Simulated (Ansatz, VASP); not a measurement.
## Two plane-wave programs on Nb3Sn

```xyz
4
Lattice="4.2304 0.0000 0.0000 0.0000 4.2304 0.0000 0.0000 0.0000 4.2304" Properties=species:S:1:pos:R:3 pbc="T T T"
Nb    0.0000    2.1152    2.1152
Nb    2.1152    0.0000    2.1152
Nb    2.1152    2.1152    0.0000
Sn    0.0000    0.0000    0.0000
```

Alike in both runs: functional PBE; k mesh 4 × 4 × 4; occupations gaussian, width 0.1 eV; no spin polarisation.

Ansatz relaxed the structure, and its values are those at the end. VASP's run is a single point on that final structure, the one shown.

|  | VASP | Ansatz |
| --- | --- | --- |
| version | VASP 6.6.1 | Ansatz 0.2.0 |
| potentials or method | VASP PAW PBE potentials, release 64 (Nb_sv, Sn_d), cutoff 520 eV | scalar-relativistic, plane waves, PAW |
| valence electrons in the cell | 53 | 53 |

Ansatz gave:

```
gap on the k mesh at the Fermi level (eV) : none
pressure (GPa)                            : -0.1
```

Task: What did VASP give for the same quantities?

Result: gap on the k mesh at the Fermi level (eV): none; pressure (GPa): -0.3.

A gap of «none» marks a metal or a gap that the smearing closes. The functional is the same, so the differences come from potentials, cutoffs and numerics.

The k mesh is coarse, so the values compare programs but aren't converged.
